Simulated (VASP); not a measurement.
Wanted: the native input for a VASP 6.6.1 run.

```
Task                   : single point
Functional             : PBE
Potentials or basis    : VASP PAW PBE potentials, release 64 (Sc_sv, Ru_pv)
Cutoff                 : 520 eV
k mesh                 : 4 × 4 × 4
Occupations            : gaussian, width 0.1 eV
Spin                   : no spin polarisation
Dipole correction      : no
Further INCAR settings : ALGO = Fast; EDIFF = 1e-06; NBANDS = 63
```

The structure of ScRu3 lies in POSCAR:

```
ScRu3
1.0
    4.7576191800      0.0000000000      0.0000000000
    0.0000000000      4.7576191800      0.0000000000
    0.0000000000      0.0000000000      4.7576191800
Sc Ru
2 6
Direct
    0.0000000000      0.0000000000      0.0000000000
    0.5000000000      0.5000000000      0.5000000000
    0.2500000000      0.0000000000      0.5000000000
    0.5000000000      0.7500000000      0.0000000000
    0.7500000000      0.0000000000      0.5000000000
    0.5000000000      0.2500000000      0.0000000000
    0.0000000000      0.5000000000      0.7500000000
    0.0000000000      0.5000000000      0.2500000000
```

The cell was generated, and may not be a known phase.

These files were run (other wordings do the same):

INCAR

```
SYSTEM = ScRu3
PREC     = Accurate       ! precision mode
ENCUT    = 520            ! plane-wave cutoff, eV
EDIFF    = 1E-6           ! SCF threshold, eV
ISMEAR   = 0              ! smearing method
SIGMA    = 0.1            ! smearing width, eV
LREAL    = .False.        ! projectors in reciprocal space
LASPH    = .True.         ! aspherical terms in the spheres
NELM     = 60             ! most SCF steps
ALGO     = Fast           ! electronic algorithm
ISIF     = 2              ! what is computed and relaxed
LWAVE    = .False.        ! write WAVECAR
LCHARG   = .False.        ! write CHGCAR
GGA      = PE             ! functional
NBANDS   = 63             ! bands
```

KPOINTS

```
Automatic mesh
0
Gamma
  4 4 4
  0 0 0
```

Potentials or basis: VASP PAW PBE potentials, release 64 (Sc_sv, Ru_pv).

Command:

```console
$ cat potpaw_PBE.64/Sc_sv/POTCAR potpaw_PBE.64/Ru_pv/POTCAR > POTCAR
$ mpirun -np 1 vasp_std > vasp.out
```

Results of the run:

```
Pressure               : 37.8 GPa
Band gap on the k mesh : zero (bands 53 and 54 overlap by 0.95 eV)
```

Caveat: the cell stands under pressure.

Wall time 52 s on 1 thread of Intel(R) Xeon(R) 6975P-C (Granite Rapids), on a shared host, peak memory 0.22 GiB.
